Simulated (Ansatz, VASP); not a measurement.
**One calculation of CaO, two programs**

The input INCAR:

```
SYSTEM = CaO
  ALGO = Normal
  EDIFF = 1E-6
  ENCUT = 520
  GGA = PE
  ISIF = 2
  ISMEAR = -1
  LASPH = .TRUE.
  LCHARG = .FALSE.
  LREAL = .FALSE.
  LWAVE = .FALSE.
  NBANDS = 15
  NELM = 100
  PREC = Accurate
  SIGMA = 0.02
```

KPOINTS

```
k-points
0
G
  11 11 11
  0 0 0
```

Contents of POSCAR:

```
CaO
1.0
    0.0000000000      2.4242609349      2.4242609349
    2.4242609349      0.0000000000      2.4242609349
    2.4242609349      2.4242609349      0.0000000000
Ca O
1 1
Direct
    0.0000000000      0.0000000000      0.0000000000
    0.5000000000      0.5000000000      0.5000000000
```

Input for Ansatz:

```yaml
crystal:
  lattice:
    - [0.0, 2.4242609349, 2.4242609349]
    - [2.4242609349, 0.0, 2.4242609349]
    - [2.4242609349, 2.4242609349, 0.0]
  atoms:
    - { symbol: Ca, position: [0.0, 0.0, 0.0] }
    - { symbol: O, position: [0.5, 0.5, 0.5] }
kpoints:
  mp_grid: { grid: [11, 11, 11] }
scf:
  occupations: { method: fermi_dirac, width: 0.02 }
hamiltonian:
  xc: pbe
  pseudopotentials: { kind: all_electron, lapw: { basis_error: 0.0005 } }
output:
  forces: true
  stress: true
  eigenvalues: true
```

Change from the starting cell: volume scaled by 0.97.

Alike in both runs: task single point; functional PBE; k mesh 11 × 11 × 11; occupations fermi-dirac, width 0.02 eV; no spin polarisation.

|  | VASP | Ansatz |
| --- | --- | --- |
| version | VASP 6.6.1 | Ansatz 0.2.0 |
| potentials or method | VASP PAW PBE potentials, release 64 (Ca_sv, O), cutoff 520 eV | all-electron LAPW, scalar-relativistic |

VASP gave:

- gap on the k mesh at the Fermi level (eV): 3.68
- pressure (GPa): -0.6

Problem. Estimate Ansatz's values.

Solution. gap on the k mesh at the Fermi level (eV): 3.69; pressure (GPa): -1.1.

Ansatz ran all-electron here, and VASP with PAW potentials.
